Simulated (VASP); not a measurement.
# PtSe (F-43m) in VASP: further runs

The runs below take PtSe through single point, with PBEsol-based screened hybrid, r2SCANh, HF.

Program: VASP 6.6.1. These are calculated values, not measurements. Logs are shortened: lines on timing, memory, paths and dates and some standing lists are left out, and cuts for length are marked.

### 1 The cell of the first run

The structure is cubic, space group F-43m (No. 216). Conventional cell: a = 6.075 Å, b = 6.075 Å, c = 6.075 Å, α = 90.00°, β = 90.00°, γ = 90.00°. Within 3.5 Å of Pt (site symmetry -43m) lie 4 Se at 2.63 Å. Within 3.5 Å of Se (site symmetry -43m) lie 4 Pt at 2.63 Å.

### 2 Single point, PBEsol-based screened hybrid

POSCAR

```
PtSe
1.0
    0.0000000000      3.0374472300      3.0374472300
    3.0374472300      0.0000000000      3.0374472300
    3.0374472300      3.0374472300      0.0000000000
Pt Se
1 1
Direct
    0.0000000000      0.0000000000      0.0000000000
    0.2500000000      0.2500000000      0.2500000000
```

INCAR.step1

```
SYSTEM = PtSe
PREC = Accurate
ENCUT = 520
EDIFF = 1E-5
ISMEAR = -1
SIGMA = 0.05
LREAL = .False.
LASPH = .True.
NELM = 100
ALGO = Normal
ISIF = 2
LWAVE = .True.
LCHARG = .False.
NBANDS = 15
GGA = PE
```

INCAR.step2

```
SYSTEM = PtSe
PREC = Accurate
ENCUT = 520
EDIFF = 1E-6
ISMEAR = -1
SIGMA = 0.05
LREAL = .False.
LASPH = .True.
NELM = 100
ALGO = Normal
ISIF = 2
LWAVE = .False.
LCHARG = .False.
GGA = PS
LHFCALC = .True.
AEXX = 0.25
HFSCREEN = 0.207
PRECFOCK = Normal
NBANDS = 15
ISTART = 1
```

KPOINTS

```
regular mesh
0
Gamma
  4 4 4
  0 0 0
```

Potentials or basis: VASP PAW PBE potentials, release 64 (Pt, Se).

Run with:

```bash
> cat potpaw_PBE.64/Pt/POTCAR potpaw_PBE.64/Se/POTCAR > POTCAR
> cp INCAR.step1 INCAR
> mpirun -np 1 vasp_std > vasp.out
> cp INCAR.step2 INCAR
> mpirun -np 1 vasp_std > vasp.out
```

OUTCAR:

```text
SYSTEM = PtSe
   PREC = Accurate
   ENCUT = 520
   EDIFF = 1E-6
   ISMEAR = -1
   LREAL = .False.
   LASPH = .True.
   NELM = 100
   ISIF = 2
   GGA = PS
   LHFCALC = .True.
   AEXX = 0.25
   HFSCREEN = 0.207
   PRECFOCK = Normal
   ISTART = 1

 ion  position               nearest neighbor table
   1  0.000  0.000  0.000-   2 2.63   2 2.63   2 2.63   2 2.63
   2  0.250  0.250  0.250-   1 2.63   1 2.63   1 2.63   1 2.63

  LATTYP: Found a face centered cubic cell.
 ALAT       =     6.0748944600

  Lattice vectors:

 A1 = (   0.0000000000,   3.0374472300,   3.0374472300)
 A2 = (   3.0374472300,   0.0000000000,   3.0374472300)
 A3 = (   3.0374472300,   3.0374472300,   0.0000000000)

Analysis of symmetry for initial positions (statically):
=====================================================================
 Subroutine PRICEL returns:
 Original cell was already a primitive cell.

 Routine SETGRP: Setting up the symmetry group for a
 face centered cubic supercell.

 Subroutine GETGRP returns: Found 24 space group operations
 (whereof 24 operations were pure point group operations)
 out of a pool of 48 trial point group operations.

The static configuration has the point symmetry T_d .

Analysis of symmetry for dynamics (positions and initial velocities):
=====================================================================
 Subroutine PRICEL returns:
 Original cell was already a primitive cell.

 Routine SETGRP: Setting up the symmetry group for a
 face centered cubic supercell.

 Subroutine GETGRP returns: Found 24 space group operations
 (whereof 24 operations were pure point group operations)
 out of a pool of 48 trial point group operations.

The dynamic configuration has the point symmetry T_d .

 Subroutine INISYM returns: Found 24 space group operations
 (whereof 24 operations are pure point group operations),
 and found     1 'primitive' translations

----------------------------------------------------------------------------------------

                                     Primitive cell

  volume of cell :      56.0475

  direct lattice vectors                    reciprocal lattice vectors
     0.000000000  3.037447230  3.037447230    -0.164611913  0.164611913  0.164611913
     3.037447230  0.000000000  3.037447230     0.164611913 -0.164611913  0.164611913
     3.037447230  3.037447230  0.000000000     0.164611913  0.164611913 -0.164611913

  length of vectors
     4.295599068  4.295599068  4.295599068     0.285116197  0.285116197  0.285116197

  position of ions in fractional coordinates (direct lattice)
     0.000000000  0.000000000  0.000000000
     0.250000000  0.250000000  0.250000000

  ion indices of the primitive-cell ions
   primitive index   ion index
                 1           1
                 2           2

----------------------------------------------------------------------------------------

 KPOINTS: regular mesh

Automatic generation of k-mesh.
 Grid dimensions read from file:
 generate k-points for:    4    4    4

 Generating k-lattice:

  Cartesian coordinates                     Fractional coordinates (reciprocal lattice)
    -0.041152978  0.041152978  0.041152978     0.250000000  0.000000000  0.000000000
     0.041152978 -0.041152978  0.041152978     0.000000000  0.250000000  0.000000000
     0.041152978  0.041152978 -0.041152978     0.000000000  0.000000000  0.250000000

  Length of vectors
     0.071279049  0.071279049  0.071279049

  Shift w.r.t. Gamma in fractional coordinates (k-lattice)
     0.000000000  0.000000000  0.000000000

 Subroutine IBZKPT returns following result:
 ===========================================

 Found      8 irreducible k-points:

 Following reciprocal coordinates:
            Coordinates               Weight
  0.000000  0.000000  0.000000      1.000000
  0.250000  0.000000  0.000000      8.000000
  0.500000  0.000000  0.000000      4.000000
  0.250000  0.250000  0.000000      6.000000
  0.500000  0.250000  0.000000     24.000000
 -0.250000  0.250000  0.000000     12.000000
  0.500000  0.500000  0.000000      3.000000
 -0.250000  0.500000  0.250000      6.000000
   k-points           NKPTS =      8   k-points in BZ     NKDIM =     64   number of bands    NBANDS=     15
   number of dos      NEDOS =    301   number of ions     NIONS =      2
   total plane-waves  NPLWV =  32768
   dimension x,y,z NGX =    32 NGY =   32 NGZ =   32
   dimension x,y,z NGXF=    64 NGYF=   64 NGZF=   64
   ions per type =               1   1
   NGX,Y,Z   is equivalent  to a cutoff of  12.38, 12.38, 12.38 a.u.
   NGXF,Y,Z  is equivalent  to a cutoff of  24.77, 24.77, 24.77 a.u.
 SYSTEM =  PtSe
   PREC   = accura    normal or accurate (medium, high low for compatibility)
   ISTART =      1    job   : 0-new  1-cont  2-samecut
   ICHARG =      0    charge: 1-file 2-atom 10-const
   ISPIN  =      1    spin polarized calculation?
   LNONCOLLINEAR =      F non collinear calculations
   LSORBIT =      F    spin-orbit coupling
   LASPH  =      T    aspherical Exc in radial PAW
   ENCUT  =  520.0 eV  38.22 Ry    6.18 a.u.   7.99  7.99  7.99*2*pi/ulx,y,z
   NELM   =    100;   NELMIN=  2; NELMDL=  0     # of ELM steps
   EDIFF  = 0.1E-05   stopping-criterion for ELM
   LREAL  =      F    real-space projection
   EDIFFG = 0.1E-04   stopping-criterion for IOM
   NSW    =      0    number of steps for IOM
   IBRION =     -1    ionic relax: 0-MD 1-quasi-New 2-CG
   NFREE  =      0    steps in history (QN), initial steepest desc. (CG)
   ISIF   =      2    stress and relaxation
   ISYM   =      3    0-nonsym 1-usesym 2-fastsym
   POTIM  = 0.5000    time-step for ionic-motion
   TEBEG  =    0.0;   TEEND  =   0.0 temperature during run
   PSTRESS=    0.0 pullay stress
   NELECT =      16.0000    total number of electrons
   NUPDOWN=      -1.0000    fix difference up-down
   EMIN   =  10.00;   EMAX   =-10.00  energy-range for DOS
   EFERMI =   0.00;   METHOD = LEGACY
   ISMEAR =    -1;   SIGMA  =   0.05  broadening in eV -4-tet -1-fermi 0-gaus
   EFERMI_NEDOS =   21; number of points for ismear=-14 and -15
   IALGO  =     38    algorithm
   IMIX   =      1    mixing-type and parameters
     AMIX     =   0.40;   BMIX     =  1.00
     AMIX_MAG =   1.60;   BMIX_MAG =  1.00
  volume/ion in A,a.u.               =      28.02       189.11
  Fermi-wavevector in a.u.,A,eV,Ry     =   1.077944  2.037018 15.809462  1.161963
  Thomas-Fermi vector in A             =   2.213869
   LORBIT       =      0    0 simple, 1 ext, 2 COOP (PROOUT), +10 PAW based schemes
   GGA     = PS    functional components
   LHFCALC =     T    Hartree Fock is set to
   PRECFOCK=normal    Normal, Fast or Accurate (Low or Medium for compatibility)
   ENCUT4O =  -1.0   cutoff for four orbital integrals eV
   NKREDX  =     1    reduce k-point grid by
   NKREDY  =     1    reduce k-point grid by
   NKREDZ  =     1    reduce k-point grid by
   AEXX    =    0.2500 exact exchange contribution
   HFSCREEN=    0.2070 screening length (either q_TF or 0.3 A-1)
   HFSCREENC=   0.2070 screening length for correlation (either q_TF or 0.3 A-1)
   ENCUTFOCK=  -1.0 apply spherical cutoff to Coloumb kernel
   IVDW    =     0    specifies the selected vdW correction
   LEPSILON=     F    determine dielectric tensor
   LRPA    =     F    only Hartree local field effects (RPA)
 non-spin polarized calculation
  energy-cutoff  :      520.00
  volume of cell :       56.05
 maximum number of plane-waves:      1540
  NGX = 24; NGY = 24; NGZ = 24

 number of electron      16.0000002 magnetization

 Free energy of the ion-electron system (eV)
  ---------------------------------------------------
  ext. energy  EPLUGINS =         0.00000000
  ---------------------------------------------------
  free energy    TOTEN  =       -11.25132243 eV

  energy without entropy =      -11.22309189  energy(sigma->0) =      -11.23720716

 E-fermi :   2.3319     XC(G=0):  -7.7550

 val. band max:        2.1908489137   @ k =   0.2500   0.2500   0.0000
 cond. band min:       2.3372074456   @ k =   0.5000   0.2500   0.0000
 fundamental gap:      0.1463585319
 Fermi energy:         2.3318516254

 k-point     1 :       0.0000    0.0000    0.0000
  band No.  band energies     occupation
      1     -12.5651      2.00000
      2      -2.5004      2.00000
      3      -2.5004      2.00000
      4      -2.5004      2.00000
      5      -0.2873      2.00000
      6      -0.2873      2.00000
      7       3.4209      0.00000
      8       4.5495      0.00000
      9       4.5495      0.00000
     10       4.5495      0.00000
     11       9.8597      0.00000
     12       9.8597      0.00000
     13       9.8597      0.00000
     14      13.3722      0.00000
     15      15.8654      0.00000

 k-point     2 :       0.2500    0.0000    0.0000
  band No.  band energies     occupation
      1     -12.3276      2.00000
      2      -2.7880      2.00000
      3      -2.3394      2.00000
      4      -2.3394      2.00000
      5      -0.2786      2.00000
      6      -0.2786      2.00000
      7       1.8873      1.99972
      8       3.8753      0.00000
      9       3.8753      0.00000
     10       5.2761      0.00000
     11       9.3367      0.00000
     12      10.5242      0.00000
     13      10.5242      0.00000
     14      13.8072      0.00000
     15      14.5094      0.00000
[... 77 lines left out ...]
      3      -1.5707      2.00000
      4      -1.5707      2.00000
      5      -0.0057      2.00000
      6       0.0162      2.00000
      7       0.1527      2.00000
      8       1.4529      2.00000
      9       1.4529      2.00000
     10       7.2985      0.00000
     11       7.7650      0.00000
     12      12.1522      0.00000
     13      14.3933      0.00000
     14      14.3933      0.00000
     15      15.1525      0.00000

 k-point     8 :      -0.2500    0.5000    0.2500
  band No.  band energies     occupation
      1     -11.9088      2.00000
      2      -2.6284      2.00000
      3      -2.4767      2.00000
      4      -1.5702      2.00000
      5      -0.2789      2.00000
      6       0.0476      2.00000
      7       0.4490      2.00000
      8       0.7708      2.00000
      9       2.0159      1.99640
     10       8.3541      0.00000
     11       9.2923      0.00000
     12      10.3504      0.00000
     13      11.3376      0.00000
     14      14.9594      0.00000
     15      16.2626      0.00000

------------------------ aborting loop because EDIFF is reached ----------------------------------------

  FORCE on cell =-STRESS in cart. coord.  units (eV):
  Direction    XX          YY          ZZ          XY          YZ          ZX
  --------------------------------------------------------------------------------------
  -------------------------------------------------------------------------------------
  Total       -5.5083248     -5.5083248     -5.5083248     -0.0000000      0.0000000     -0.0000000
  in kB     -157.4613250   -157.4613250   -157.4613250     -0.0000000      0.0000000     -0.0000000
  external PRESSURE =    -157.4613250 kB  Pullay stress =       0.0000000 kB

 VOLUME and BASIS-vectors are now :
 -----------------------------------------------------------------------------
  energy-cutoff  :      520.00
  volume of cell :       56.05
      direct lattice vectors                 reciprocal lattice vectors
     0.000000000  3.037447230  3.037447230    -0.164611913  0.164611913  0.164611913
     3.037447230  0.000000000  3.037447230     0.164611913 -0.164611913  0.164611913
     3.037447230  3.037447230  0.000000000     0.164611913  0.164611913 -0.164611913

 POSITION                                       TOTAL-FORCE (eV/Angst)
 -----------------------------------------------------------------------------------
      0.00000      0.00000      0.00000         0.000000      0.000000      0.000000
      1.51872      1.51872      1.51872        -0.000000     -0.000000     -0.000000
 -----------------------------------------------------------------------------------
    total drift:                               -0.000001      0.000008      0.000003

  FREE ENERGIE OF THE ION-ELECTRON SYSTEM (eV)
  ---------------------------------------------------
  free  energy   TOTEN  =       -11.2513224320 eV

  energy  without entropy=      -11.2230918912  energy(sigma->0) =      -11.23720716
```

It took 3.2 min on 1 thread of AMD EPYC 9R45 (Zen 5), shared host; peak memory 0.26 GiB.

Results:

```
Free energy            : -11.2513 eV
Pressure               : -15.7 GPa
Band gap on the k mesh : zero (band 8 reaches 4.55 eV, above the bottom of band 9 at 1.45 eV)
```

Caveat: the k points lie up to 0.45 Å⁻¹ apart; the PAW data sets were made with another functional, which shifts forces and pressure a little; spin-orbit coupling is left out, which moves the levels of the heavy elements.

### 3 Single point, r2SCANh

POSCAR is that of step 2.

INCAR.step1

```
ALGO     = Normal         # electronic algorithm
EDIFF    = 1E-5           # SCF threshold, eV
ENCUT    = 520            # plane-wave cutoff, eV
GGA      = PE             # functional
ISIF     = 2              # what is computed and relaxed
ISMEAR   = -1             # smearing method
LASPH    = T              # aspherical terms in the spheres
LCHARG   = F              # write CHGCAR
LREAL    = F              # projectors in reciprocal space
LWAVE    = T              # write WAVECAR
NBANDS   = 15             # bands
NELM     = 80             # most SCF steps
PREC     = Accurate       # precision mode
SIGMA    = 0.05           # smearing width, eV
```

INCAR.step2

```
AEXX     = 0.1            # exact-exchange fraction
ALGO     = Normal         # electronic algorithm
EDIFF    = 1E-6           # SCF threshold, eV
ENCUT    = 520            # plane-wave cutoff, eV
ISIF     = 2              # what is computed and relaxed
ISMEAR   = -1             # smearing method
ISTART   = 1            
LASPH    = T              # aspherical terms in the spheres
LCHARG   = F              # write CHGCAR
LHFCALC  = T              # exact exchange
LMIXTAU  = T            
LREAL    = F              # projectors in reciprocal space
LWAVE    = F              # write WAVECAR
METAGGA  = R2SCAN         # meta-GGA
NBANDS   = 15             # bands
NELM     = 80             # most SCF steps
PREC     = Accurate       # precision mode
PRECFOCK = Normal       
SIGMA    = 0.05           # smearing width, eV
```

KPOINTS

```
k-points
0
Gamma
  4 4 4
```

Potentials or basis: VASP PAW PBE potentials, release 64 (Pt, Se).

Run with:

```bash
> cat potpaw_PBE.64/Pt/POTCAR potpaw_PBE.64/Se/POTCAR > POTCAR
> cp INCAR.step1 INCAR
> mpirun -np 1 vasp_std > vasp.out
> cp INCAR.step2 INCAR
> mpirun -np 1 vasp_std > vasp.out
```

Wall time 2.7 min (1 thread of AMD EPYC 9R45 (Zen 5), shared host); peak memory 0.17 GiB.

Results (log left out):

- Free energy: -60.8167 eV
- Pressure: -14.0 GPa
- Band gap on the k mesh: zero (band 8 reaches 4.68 eV, above the bottom of band 9 at 1.54 eV)

Levels at points of the mesh, in eV from the Fermi level:
| k point | band 5 | band 6 | band 7 | band 8 | band 9 | band 10 |
| --- | --- | --- | --- | --- | --- | --- |
| (0.00, 0.00, 0.00) | -2.48 | -2.48 | 1.12 | 2.19 | 2.19 | 2.19 |
| (0.50, 0.00, 0.00) | -2.34 | -2.34 | -2.04 | 0.87 | 0.87 | 3.26 |
| (0.50, 0.50, 0.00) | -2.25 | -2.20 | -2.13 | -0.95 | -0.95 | 5.05 |

Caveat: the k points lie up to 0.45 Å⁻¹ apart; the PAW data sets were made with another functional, which shifts forces and pressure a little; spin-orbit coupling is left out, which moves the levels of the heavy elements.

### 4 Single point, HF

POSCAR is that of step 3.

INCAR.step1: that of step 3 with these lines changed.

```diff
@@ -6,6 +6,6 @@
 ISMEAR   = -1             # smearing method
-LASPH    = T              # aspherical terms in the spheres
-LCHARG   = F              # write CHGCAR
-LREAL    = F              # projectors in reciprocal space
-LWAVE    = T              # write WAVECAR
+LASPH    = True           # aspherical terms in the spheres
+LCHARG   = False          # write CHGCAR
+LREAL    = False          # projectors in reciprocal space
+LWAVE    = True           # write WAVECAR
 NBANDS   = 15             # bands
```

INCAR.step2

```
AEXX     = 1.0            # exact-exchange fraction
AGGAC    = 0.0          
ALDAC    = 0.0          
ALGO     = Normal         # electronic algorithm
EDIFF    = 1E-6           # SCF threshold, eV
ENCUT    = 520            # plane-wave cutoff, eV
GGA      = PE             # functional
ISIF     = 2              # what is computed and relaxed
ISMEAR   = -1             # smearing method
ISTART   = 1            
LASPH    = True           # aspherical terms in the spheres
LCHARG   = False          # write CHGCAR
LHFCALC  = True           # exact exchange
LREAL    = False          # projectors in reciprocal space
LWAVE    = False          # write WAVECAR
NBANDS   = 15             # bands
NELM     = 80             # most SCF steps
PREC     = Accurate       # precision mode
PRECFOCK = Normal       
SIGMA    = 0.05           # smearing width, eV
```

KPOINTS is that of step 3.

Run with:

```bash
> cat potpaw_PBE.64/Pt/POTCAR potpaw_PBE.64/Se/POTCAR > POTCAR
> cp INCAR.step1 INCAR
> mpirun -np 1 vasp_std > vasp.out
> cp INCAR.step2 INCAR
> mpirun -np 1 vasp_std > vasp.out
```

It took 4.9 min on 1 thread of AMD EPYC 9R45 (Zen 5), shared host; peak memory 0.16 GiB.

Results (log left out):

```
Free energy            : -17.3928 eV
Pressure               : -12.4 GPa
Band gap on the k mesh : zero (band 8 reaches 7.48 eV, above the bottom of band 9 at 0.13 eV)
```

Levels at points of the mesh, in eV from the Fermi level:
```
           k point  band 5  band 6  band 7  band 8  band 9  band 10
(0.00, 0.00, 0.00)   -6.63   -6.63    4.68    4.68    4.68     4.71
(0.50, 0.00, 0.00)   -6.25   -6.25   -4.94    2.43    2.43     7.14
(0.50, 0.50, 0.00)   -6.34   -5.41   -5.20   -2.66   -2.66     8.38
```

Caveat: the k points lie up to 0.45 Å⁻¹ apart; the PAW data sets were made with another functional, which shifts forces and pressure a little; spin-orbit coupling is left out, which moves the levels of the heavy elements.

### 5 The runs side by side

```csv
level,share of exact exchange,screening parameter,gap on the mesh (eV),pressure (GPa)
PBEsol-based screened hybrid,0.25,0.207 1/Å,none,-15.7
r2SCANh,-,-,none,-14.0
HF,-,-,none,-12.4
```

Alike in all rows: task single point; potentials or basis VASP PAW PBE potentials, release 64 (Pt, Se); no spin polarisation; cell as given; k mesh 4 × 4 × 4; cutoff (eV) 520; smearing fermi-dirac 0.05 eV.

Caveats: all runs use coarse meshes; the PAW data sets were made with another functional, which shifts forces and pressure a little; spin-orbit coupling is left out, which moves the levels of the heavy elements.

Total energies depend on the potentials used, so only differences within one code and one set of settings carry meaning.
